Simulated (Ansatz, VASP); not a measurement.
CaI: VASP beside Ansatz

```xyz
2
Lattice="4.1468 0.0000 0.0000 -2.0734 3.5913 0.0000 0.0000 0.0000 4.5762" Properties=species:S:1:pos:R:3 pbc="T T T"
I     2.0734    1.1971    0.0000
Ca    0.0000    0.0000    2.2881
```

Alike in both runs: functional PBEsol; k mesh 7 × 7 × 6; occupations fermi-dirac, width 0.05 eV; no spin polarisation.

|  | VASP | Ansatz |
| --- | --- | --- |
| version | VASP 6.6.1 | Ansatz 0.2.0 |
| potentials or method | VASP PAW PBE potentials, release 64 (I, Ca_sv) | Ansatz PAW |
| plane-wave cutoff (eV) | 500 | 420 |
| valence electrons in the cell | 17 | 27 |
| task | single point | band structure |

|  | VASP | Ansatz | Ansatz less VASP |
| --- | --- | --- | --- |
| gap on the k mesh at the Fermi level (eV) | none | none | - |
| pressure (GPa) | -1.7 | -1.7 | -0.05 |
| traceless stress, the component that is largest in VASP (GPa) | 0.20 | 0.19 | -0.010 |

VASP's potentials were made for PBE, not for PBEsol. A gap of «none» marks a metal or a gap that the smearing closes. VASP's potentials hold 17 valence electrons a cell and Ansatz's 27, so a difference there can come from the potentials and not from the codes.

Spin-orbit coupling is off throughout.
